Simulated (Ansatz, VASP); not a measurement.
# GeSb4Te4 in VASP and in Ansatz

INCAR

```
SYSTEM = GeSb4Te4
PREC = Accurate ; ENCUT = 520
EDIFF = 1E-6 ; ISMEAR = 0
SIGMA = 0.03 ; LREAL = .False.
LASPH = .True. ; NELM = 80
ALGO = Normal ; ISIF = 2
LWAVE = .False. ; LCHARG = .False.
GGA = PE ; NBANDS = 39
```

Contents of KPOINTS:

```
Automatic mesh
0
Gamma
  9 9 2
  0 0 0
```

POSCAR

```
GeSb4Te4
1.0
   -4.3299846501      0.0000000000      0.0000000000
   -2.1649923251     -3.7498767050      0.0000000000
    0.0000000000      0.0000000000     18.6486093019
Ge Sb Te
1 4 4
Direct
    0.0000000000      0.0000000000      0.3605222033
    0.3333333333      0.3333333333      0.8754450069
    0.6666666667      0.6666666667      0.7919760981
    0.6666666667      0.6666666667      0.1625102460
    0.3333333333      0.3333333333      0.5585341606
    0.3333333333      0.3333333333      0.2701607166
    0.6666666667      0.6666666667      0.4508836900
    1.0000000000      1.0000000000      0.0708994322
    0.0000000000      0.0000000000      0.6501449744
```

Input for Ansatz:

```yaml
crystal:
  lattice:
    - [-4.3299846501, 0.0, 0.0]
    - [-2.1649923251, -3.749876705, 0.0]
    - [0.0, 0.0, 18.6486093019]
  atoms:
    - { symbol: Ge, position: [0.0, 0.0, 0.3605222033] }
    - { symbol: Sb, position: [0.3333333333, 0.3333333333, 0.8754450069] }
    - { symbol: Sb, position: [0.6666666667, 0.6666666667, 0.7919760981] }
    - { symbol: Sb, position: [0.6666666667, 0.6666666667, 0.162510246] }
    - { symbol: Sb, position: [0.3333333333, 0.3333333333, 0.5585341606] }
    - { symbol: Te, position: [0.3333333333, 0.3333333333, 0.2701607166] }
    - { symbol: Te, position: [0.6666666667, 0.6666666667, 0.45088369] }
    - { symbol: Te, position: [1.0, 1.0, 0.0708994322] }
    - { symbol: Te, position: [0.0, 0.0, 0.6501449744] }
basis:
  ecutwfc: 420
kpoints:
  mp_grid: { grid: [9, 9, 2] }
hamiltonian:
  xc: pbe
scf:
  occupations: { method: gaussian, width: 0.03 }
output:
  forces: true
  stress: true
  eigenvalues: true
```

Alike in both runs: task single point; functional PBE; k mesh 9 × 9 × 2; occupations gaussian, width 0.03 eV; no spin polarisation.

```csv
,VASP,Ansatz
version,VASP 6.6.1,Ansatz 0.2.0
potentials or method,"VASP PAW PBE potentials, release 64 (Ge_d, Sb, Te), cutoff 520 eV","scalar-relativistic, plane waves, PAW"
valence electrons in the cell,58,138
```

|  | VASP | Ansatz | Ansatz less VASP |
| --- | --- | --- | --- |
| gap on the k mesh at the Fermi level (eV) | 0.10 | 0.09 | -0.011 |
| least direct gap on the mesh (eV) | 0.10 | 0.09 | -0.011 |
| pressure (GPa) | -0.4 | -0.4 | -0.01 |
| traceless stress, the component that is largest in VASP (GPa) | 0.18 | 0.17 | -0.011 |
| rms of the force components (eV/Å) | 0.027 | 0.025 | -0.0027 |

Atom by atom the forces differ by 0.018 eV/Å (rms over components). VASP's potentials hold 58 valence electrons a cell and Ansatz's 138, so a difference there can come from the potentials and not from the codes.

Spin-orbit coupling is off throughout.
